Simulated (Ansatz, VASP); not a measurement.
CuO in VASP and in Ansatz

```
Cu O
1.0
     2.34200   -1.71150    0.00000
     2.34200    1.71150    0.00000
    -0.85006    0.00000    5.05807
Cu O
2 2
Direct
  0.00000 0.50000 0.00000
  0.50000 0.00000 0.50000
  0.57934 0.42065 0.24998
  0.42066 0.57935 0.75002
```

Alike in both runs: functional PBE; k mesh 8 × 8 × 5; collinear spin; Hubbard terms Cu d U = 4.0 eV.

Ansatz relaxed the structure, and its values are those at the end. VASP's run is a single point on that final structure, the one shown.

|  | VASP | Ansatz |
| --- | --- | --- |
| version | VASP 6.6.1 | Ansatz 0.2.0 |
| potentials or method | VASP PAW PBE potentials, release 64 (Cu, O) | scalar-relativistic, plane waves, PAW |
| plane-wave cutoff (eV) | 600 | 420 |
| occupations | gaussian, width 0.01 eV | fixed |
| valence electrons in the cell | 34 | 50 |

Ansatz gave:

* gap on the k mesh at the Fermi level (eV): 0.37
* least direct gap on the mesh (eV): 0.59
* pressure (GPa): 7.8
* net moment per atom (μB): 0.00
* size of the moment on the site where the two differ most (μB): 0.53

Problem. Estimate VASP's values.

Solution. gap on the k mesh at the Fermi level (eV): 0.62; least direct gap on the mesh (eV): 0.86; pressure (GPa): 4.0; net moment per atom (μB): 0.00; size of the moment on the site where the two differ most (μB): 0.57.

Site moments also hang on the region over which each program counts them. The programs project onto different local orbitals, so the same U acts differently, and such runs can settle in different states. VASP's potentials hold 34 valence electrons a cell and Ansatz's 50, so a difference there can come from the potentials and not from the codes. Ansatz's warnings: end state compared, metallic iterate, stress scf threshold loose.
